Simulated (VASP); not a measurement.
Set up this calculation in VASP 6.6.1, as the native input.

```
Task                   : relaxation of cell and atoms
Functional             : PBE
Potentials or basis    : VASP PAW PBE potentials, release 64 (Ta_pv)
Cutoff                 : 600 eV
k mesh                 : 6 × 6 × 6
Occupations            : gaussian, width 0.1 eV
Spin                   : no spin polarisation
Dipole correction      : no
Further INCAR settings : ALGO = Normal; EDIFF = 1e-06; IBRION = 2; EDIFFG = -0.04; NSW = 90; ISIF = 3
```

The structure of Ta lies in POSCAR:

```
Ta
1.0
    0.0000000000      3.1908546500      3.1908546500
    3.1908546500      0.0000000000      3.1908546500
    3.1908546500      3.1908546500      0.0000000000
Ta
3
Direct
    0.2500000000      0.2500000000      0.2500000000
    0.7500000000      0.7500000000      0.7500000000
    0.5000000000      0.5000000000      0.5000000000
```

The cell was generated, and may not be a known phase.

One way to write it, as run:

INCAR

```
PREC = Accurate ; ENCUT = 600
EDIFF = 1E-6 ; ISMEAR = 0
SIGMA = 0.1 ; LREAL = F
LASPH = T ; NELM = 80
ALGO = Normal ; ISIF = 3
LWAVE = F ; LCHARG = F
GGA = PE ; IBRION = 2
NSW = 90 ; EDIFFG = -0.04
```

KPOINTS

```
Automatic mesh
0
Gamma
  6 6 6
```

Potentials or basis: VASP PAW PBE potentials, release 64 (Ta_pv).

The run is started by

```bash
$ cat potpaw_PBE.64/Ta_pv/POTCAR > POTCAR
$ mpirun -np 1 vasp_std > vasp.out
```

It gave:

```
Relaxed volume                        : 21.46 Å³/atom
Relaxed cell                          : a = 4.499 Å, b = 4.499 Å, c = 4.499 Å, α = 60.00°, β = 60.00°, γ = 60.00°
Space group after relaxing (to 0.1 Å) : Fm-3m (No. 225)
Energy gained by relaxing             : 0.8 meV/atom
Ionic steps                           : 3
Pressure after relaxing               : 0.0 GPa
Band gap on the k mesh                : zero (an odd number of electrons rules out a gap without spin polarisation)
```

Caveat: spin-orbit coupling is left out, which moves the levels of the heavy elements.

Wall time 100 s on 1 thread of Intel Xeon 8259CL (shared host), peak memory 0.22 GiB.
